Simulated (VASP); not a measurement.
# LuH2 (Fm-3m) in VASP: notebook

LuH2 is run at these levels: PBEsol; tasks: single point.

All numbers are computed with VASP 6.6.1; they aren't measurements. Logs are shortened: lines on timing, memory, paths and dates and some standing lists are left out, and cuts for length are marked.

## Step 1: The cell of the first run

The structure is cubic, space group Fm-3m (No. 225). Conventional cell: a = 5.033 Å, b = 5.033 Å, c = 5.033 Å, α = 90.00°, β = 90.00°, γ = 90.00°. Lu (site symmetry m-3m) has 8 H at 2.18 Å within 2.9 Å. Within 2.9 Å of H (site symmetry -43m) lie 4 Lu at 2.18 Å and 6 H at 2.52 Å.

## Step 2: Single point, PBEsol

The input, INCAR:

```
SYSTEM = LuH2
ALGO     = Normal         ! electronic algorithm
EDIFF    = 1E-6           ! SCF threshold, eV
ENCUT    = 520            ! plane-wave cutoff, eV
GGA      = PS             ! functional
ISIF     = 2              ! what is computed and relaxed
ISMEAR   = -1             ! smearing method
LASPH    = .True.         ! aspherical terms in the spheres
LCHARG   = .False.        ! write CHGCAR
LREAL    = .False.        ! projectors in reciprocal space
LWAVE    = .False.        ! write WAVECAR
NBANDS   = 20             ! bands
NELM     = 100            ! most SCF steps
PREC     = Accurate       ! precision mode
SIGMA    = 0.1            ! smearing width, eV
```

The input, KPOINTS:

```
k-points
0
Gamma
  10 10 10
  0 0 0
```

The input, POSCAR:

```
LuH2
1.0
    0.0000000000      2.5165000000      2.5165000000
    2.5165000000      0.0000000000      2.5165000000
    2.5165000000      2.5165000000      0.0000000000
Lu H
1 2
Direct
    0.0000000000      0.0000000000      0.0000000000
    0.2500000000      0.2500000000      0.2500000000
    0.7500000000      0.7500000000      0.7500000000
```

Potentials or basis: VASP PAW PBE potentials, release 64 (Lu, H).

Launch:

```console
$ cat potpaw_PBE.64/Lu/POTCAR potpaw_PBE.64/H/POTCAR > POTCAR
$ mpirun -np 1 vasp_std > vasp.out
```

OUTCAR:

```text
SYSTEM = LuH2
   EDIFF = 1E-6
   ENCUT = 520
   GGA = PS
   ISIF = 2
   ISMEAR = -1
   LASPH = .True.
   LREAL = .False.
   NELM = 100
   PREC = Accurate

 ion  position               nearest neighbor table
   1  0.000  0.000  0.000-   3 2.18   3 2.18   3 2.18   2 2.18   2 2.18   2 2.18   3 2.18   2 2.18

   2  0.250  0.250  0.250-   1 2.18   1 2.18   1 2.18   1 2.18
   3  0.750  0.750  0.750-   1 2.18   1 2.18   1 2.18   1 2.18

  LATTYP: Found a face centered cubic cell.
 ALAT       =     5.0330000000

  Lattice vectors:

 A1 = (   0.0000000000,   2.5165000000,   2.5165000000)
 A2 = (   2.5165000000,   0.0000000000,   2.5165000000)
 A3 = (   2.5165000000,   2.5165000000,   0.0000000000)

Analysis of symmetry for initial positions (statically):
=====================================================================
 Subroutine PRICEL returns:
 Original cell was already a primitive cell.

 Routine SETGRP: Setting up the symmetry group for a
 face centered cubic supercell.

 Subroutine GETGRP returns: Found 48 space group operations
 (whereof 48 operations were pure point group operations)
 out of a pool of 48 trial point group operations.

The static configuration has the point symmetry O_h .

Analysis of symmetry for dynamics (positions and initial velocities):
=====================================================================
 Subroutine PRICEL returns:
 Original cell was already a primitive cell.

 Routine SETGRP: Setting up the symmetry group for a
 face centered cubic supercell.

 Subroutine GETGRP returns: Found 48 space group operations
 (whereof 48 operations were pure point group operations)
 out of a pool of 48 trial point group operations.

The dynamic configuration has the point symmetry O_h .

 Subroutine INISYM returns: Found 48 space group operations
 (whereof 48 operations are pure point group operations),
 and found     1 'primitive' translations

----------------------------------------------------------------------------------------

                                     Primitive cell

  volume of cell :      31.8728

  direct lattice vectors                    reciprocal lattice vectors
     0.000000000  2.516500000  2.516500000    -0.198688655  0.198688655  0.198688655
     2.516500000  0.000000000  2.516500000     0.198688655 -0.198688655  0.198688655
     2.516500000  2.516500000  0.000000000     0.198688655  0.198688655 -0.198688655

  length of vectors
[... 76 lines left out ...]
   ISTART =      0    job   : 0-new  1-cont  2-samecut
   ICHARG =      2    charge: 1-file 2-atom 10-const
   ISPIN  =      1    spin polarized calculation?
   LNONCOLLINEAR =      F non collinear calculations
   LSORBIT =      F    spin-orbit coupling
   LASPH  =      T    aspherical Exc in radial PAW
   ENCUT  =  520.0 eV  38.22 Ry    6.18 a.u.   6.62  6.62  6.62*2*pi/ulx,y,z
   NELM   =    100;   NELMIN=  2; NELMDL= -5     # of ELM steps
   EDIFF  = 0.1E-05   stopping-criterion for ELM
   LREAL  =      F    real-space projection
   EDIFFG = 0.1E-04   stopping-criterion for IOM
   NSW    =      0    number of steps for IOM
   IBRION =     -1    ionic relax: 0-MD 1-quasi-New 2-CG
   NFREE  =      0    steps in history (QN), initial steepest desc. (CG)
   ISIF   =      2    stress and relaxation
   ISYM   =      2    0-nonsym 1-usesym 2-fastsym
   POTIM  = 0.5000    time-step for ionic-motion
   TEBEG  =    0.0;   TEEND  =   0.0 temperature during run
   PSTRESS=    0.0 pullay stress
   NELECT =      27.0000    total number of electrons
   NUPDOWN=      -1.0000    fix difference up-down
   EMIN   =  10.00;   EMAX   =-10.00  energy-range for DOS
   EFERMI =   0.00;   METHOD = LEGACY
   ISMEAR =    -1;   SIGMA  =   0.10  broadening in eV -4-tet -1-fermi 0-gaus
   EFERMI_NEDOS =   21; number of points for ismear=-14 and -15
   IALGO  =     38    algorithm
   IMIX   =      4    mixing-type and parameters
     AMIX     =   0.40;   BMIX     =  1.00
     AMIX_MAG =   1.60;   BMIX_MAG =  1.00
  volume/ion in A,a.u.               =      10.62        71.70
  Fermi-wavevector in a.u.,A,eV,Ry     =   1.549016  2.927215 32.646494  2.399450
  Thomas-Fermi vector in A             =   2.653883
   LORBIT       =      0    0 simple, 1 ext, 2 COOP (PROOUT), +10 PAW based schemes
   GGA     = PS    functional components
   LHFCALC =     F    Hartree Fock is set to
   AEXX    =    0.0000 exact exchange contribution
   IVDW    =     0    specifies the selected vdW correction
   LEPSILON=     F    determine dielectric tensor
   LRPA    =     F    only Hartree local field effects (RPA)
 non-spin polarized calculation
  energy-cutoff  :      520.00
  volume of cell :       31.87
 maximum number of plane-waves:       889
   NGX = 13   NGY = 13   NGZ = 13

 number of electron      27.0000002 magnetization

 Free energy of the ion-electron system (eV)
  ---------------------------------------------------
  ext. energy  EPLUGINS =         0.00000000
  ---------------------------------------------------
  free energy    TOTEN  =       -13.69531060 eV

  energy without entropy =      -13.67593841  energy(sigma->0) =      -13.68562451

 E-fermi :   2.5642     XC(G=0): -11.1902

 val. band max:        2.4732211645   @ k =  -0.4000   0.2000   0.0000
 cond. band min:       2.5943018482   @ k =  -0.2000   0.3000   0.1000
 fundamental gap:      0.1210806838
 Fermi energy:         2.5642069459

 k-point     1 :       0.0000    0.0000    0.0000
  band No.  band energies     occupation
      1     -53.6152      2.00000
      2     -24.1282      2.00000
      3     -24.1282      2.00000
      4     -24.1282      2.00000
      5      -6.7548      2.00000
      6      -2.6804      2.00000
[... 541 lines left out ...]
     19      11.6458      0.00000
     20      12.1820      0.00000

 [... further k-points ...]
[... 5 lines left out ...]
  --------------------------------------------------------------------------------------
  -------------------------------------------------------------------------------------
  Total       -0.7647765     -0.7647765     -0.7647765     -0.0000000      0.0000000     -0.0000000
  in kB      -38.4436255    -38.4436255    -38.4436255     -0.0000000      0.0000000     -0.0000000
  external PRESSURE =     -38.4436255 kB  Pullay stress =       0.0000000 kB

 VOLUME and BASIS-vectors are now :
 -----------------------------------------------------------------------------
  energy-cutoff  :      520.00
  volume of cell :       31.87
      direct lattice vectors                 reciprocal lattice vectors
     0.000000000  2.516500000  2.516500000    -0.198688655  0.198688655  0.198688655
     2.516500000  0.000000000  2.516500000     0.198688655 -0.198688655  0.198688655
     2.516500000  2.516500000  0.000000000     0.198688655  0.198688655 -0.198688655

 POSITION                                       TOTAL-FORCE (eV/Angst)
 -----------------------------------------------------------------------------------
      0.00000      0.00000      0.00000        -0.000000     -0.000000     -0.000000
      1.25825      1.25825      1.25825        -0.000000      0.000000     -0.000000
      3.77475      3.77475      3.77475         0.000000     -0.000000      0.000000
 -----------------------------------------------------------------------------------
    total drift:                               -0.000000     -0.000000     -0.000000

  FREE ENERGIE OF THE ION-ELECTRON SYSTEM (eV)
  ---------------------------------------------------
  free  energy   TOTEN  =       -13.6953106024 eV

  energy  without entropy=      -13.6759384135  energy(sigma->0) =      -13.68562451
```

OSZICAR:

```text
N       E                     dE             d eps       ncg     rms          rms(c)
DAV:   1     0.988566007962E+02    0.98857E+02   -0.10979E+04  2364   0.443E+03
DAV:   2    -0.616838236953E+01   -0.10502E+03   -0.10161E+03  2036   0.423E+02
DAV:   3    -0.141745831831E+02   -0.80062E+01   -0.79280E+01  2172   0.800E+01
DAV:   4    -0.144312515145E+02   -0.25667E+00   -0.25577E+00  2600   0.124E+01
DAV:   5    -0.144360079325E+02   -0.47564E-02   -0.47552E-02  2264   0.161E+00    0.694E+00
DAV:   6    -0.138495258502E+02    0.58648E+00   -0.82779E-01  2984   0.228E+01    0.344E+00
DAV:   7    -0.136945599759E+02    0.15497E+00   -0.30826E-01  2960   0.738E+00    0.667E-01
DAV:   8    -0.136948927337E+02   -0.33276E-03   -0.51254E-02  2436   0.158E+00    0.232E-01
DAV:   9    -0.136952629168E+02   -0.37018E-03   -0.15664E-03  3048   0.706E-01    0.613E-02
DAV:  10    -0.136953022661E+02   -0.39349E-04   -0.19490E-04  3012   0.213E-01    0.272E-02
DAV:  11    -0.136953110689E+02   -0.88028E-05   -0.23347E-05  2104   0.394E-02    0.751E-03
DAV:  12    -0.136953106024E+02    0.46652E-06   -0.23755E-06  2584   0.542E-02
   1 F= -.13695311E+02 E0= -.13685625E+02  d E =-.193722E-01
```

stdout:

```text
POSCAR found type information on POSCAR LuH
 POSCAR found :  2 types and       3 ions
 scaLAPACK will be used
 -----------------------------------------------------------------------------
|                                                                             |
|                                                                             |
|     You enforced a specific xc type in the INCAR file but a different       |
|     I HOPE YOU KNOW WHAT YOU ARE DOING!                                     |
|                                                                             |
 -----------------------------------------------------------------------------

 LDA part: xc-table for (Slater+PW92), standard interpolation
 POSCAR, INCAR and KPOINTS ok, starting setup
 FFT: planning ... GRIDC
 FFT: planning ... GRID_SOFT
 FFT: planning ... GRID
 WAVECAR not read
 entering main loop
```

Run time: 19 s. Hardware: 1 thread of Intel Xeon 6975P-C (Granite Rapids), shared host; peak memory 0.18 GiB.

What came out:

| Item | Value |
| --- | --- |
| Free energy | -13.6953 eV |
| Pressure | -3.8 GPa |

Levels at points of the mesh, in eV from the Fermi level:
```tsv
k point	band 9	band 10	band 11	band 12	band 13	band 14	band 15	band 16	band 17	band 18
(0.00, 0.00, 0.00)	-4.94	-4.87	-4.87	-4.87	-0.47	1.33	1.33	1.33	4.16	4.16
(0.50, 0.00, 0.00)	-4.92	-4.89	-4.89	-4.87	-3.90	1.41	1.41	4.88	5.69	5.69
(0.50, 0.50, 0.00)	-4.93	-4.91	-4.90	-4.90	-3.97	-2.37	5.90	5.98	5.98	6.46
```

Caveat: the PAW data sets were made with another functional, which shifts forces and pressure a little; spin-orbit coupling is left out, which moves the levels of the heavy elements.

## Step 3: Single point, PBEsol

The input, INCAR:

```
  PREC = Accurate
  ENCUT = 520
  EDIFF = 1E-6
  ISMEAR = -1
  SIGMA = 0.1
  LREAL = False
  LASPH = True
  NELM = 80
  ALGO = Normal
  ISIF = 2
  LWAVE = False
  LCHARG = False
  GGA = PS
  NBANDS = 20
```

The input, KPOINTS:

```
Automatic mesh
0
Gamma
  10 10 10
```

POSCAR is that of step 2.

Potentials or basis: VASP PAW PBE potentials, release 64 (Lu, H).

Launch:

```console
$ cat potpaw_PBE.64/Lu/POTCAR potpaw_PBE.64/H/POTCAR > POTCAR
$ mpirun -np 1 vasp_std > vasp.out
```

It took 19 s on 1 thread of Intel Xeon 6975P-C (Granite Rapids), shared host; peak memory 0.18 GiB.

Results (log left out):

```yaml
Free_energy: -13.6953 eV
Pressure: -3.8 GPa
```

Levels at points of the mesh, in eV from the Fermi level:
| k point | band 11 | band 12 | band 13 | band 14 | band 15 | band 16 |
| --- | --- | --- | --- | --- | --- | --- |
| (0.00, 0.00, 0.00) | -4.87 | -4.87 | -0.47 | 1.33 | 1.33 | 1.33 |
| (0.50, 0.00, 0.00) | -4.89 | -4.87 | -3.90 | 1.41 | 1.41 | 4.88 |
| (0.50, 0.50, 0.00) | -4.90 | -4.90 | -3.97 | -2.37 | 5.90 | 5.98 |

Caveat: the PAW data sets were made with another functional, which shifts forces and pressure a little; spin-orbit coupling is left out, which moves the levels of the heavy elements.
